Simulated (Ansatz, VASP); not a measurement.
**Two plane-wave programs on InSe**

File INCAR:

```
SYSTEM = InSe
  ALGO = Normal
  DIPOL = 0.5 0.5 0.500
  EDIFF = 1E-6
  ENCUT = 520
  GGA = PE
  IDIPOL = 3
  ISIF = 2
  ISMEAR = 0
  IVDW = 12
  LASPH = .TRUE.
  LCHARG = .FALSE.
  LDIPOL = .TRUE.
  LREAL = .FALSE.
  LWAVE = .FALSE.
  NBANDS = 27
  NELM = 60
  PREC = Accurate
  SIGMA = 0.02
```

The input KPOINTS:

```
k-points
0
G
  9 9 1
  0 0 0
```

File POSCAR:

```
InSe
1.0
    4.0940000000      0.0000000000      0.0000000000
   -2.0470000000      3.5455080031      0.0000000000
    0.0000000000      0.0000000000     36.7199571806
Se In
2 2
Direct
    0.0000000000      0.0000000000      0.4298335320
    0.0000000000      0.0000000000      0.5701387065
    0.6666666667      0.3333333333      0.4635837234
    0.6666666667      0.3333333333      0.5363885708
```

Input for Ansatz:

```yaml
crystal:
  lattice:
    - [4.094, 0.0, 0.0]
    - [-2.047, 3.5455080031, 0.0]
    - [0.0, 0.0, 36.7199571806]
  atoms:
    - { symbol: Se, position: [0.0, 0.0, 0.429833532] }
    - { symbol: In, position: [0.6666666667, 0.3333333333, 0.4635837234] }
    - { symbol: In, position: [0.6666666667, 0.3333333333, 0.5363885708] }
    - { symbol: Se, position: [0.0, 0.0, 0.5701387065] }
  periodic: [true, true, false]
basis:
  ecutwfc: 420
kpoints:
  mp_grid: { grid: [9, 9, 1] }
hamiltonian:
  xc: pbe
  pseudopotentials: { kind: paw, azcp: { folder: soft_1 } }
  dispersion: d3bj
scf:
  occupations: { method: gaussian, width: 0.02 }
output:
  forces: true
  stress: true
  eigenvalues: true
```

Alike in both runs: task single point; functional PBE; dispersion D3(BJ); k mesh 9 × 9 × 1; occupations gaussian, width 0.02 eV; no spin polarisation.

|  | VASP | Ansatz |
| --- | --- | --- |
| version | VASP 6.6.1 | Ansatz 0.2.0 |
| potentials or method | VASP PAW PBE potentials, release 64 (Se, In_d), cutoff 520 eV | scalar-relativistic, plane waves, PAW |
| valence electrons in the cell | 38 | 58 |

VASP gave:

* gap on the k mesh at the Fermi level (eV): 1.34
* least direct gap on the mesh (eV): 1.42
* rms of the force components (eV/Å): 0.270

Estimate Ansatz's values.

gap on the k mesh at the Fermi level (eV): 1.35; least direct gap on the mesh (eV): 1.43; rms of the force components (eV/Å): 0.275.

VASP's potentials hold 38 valence electrons a cell and Ansatz's 58, so a difference there can come from the potentials and not from the codes. Ansatz's warnings: structure snapped to symmetry.
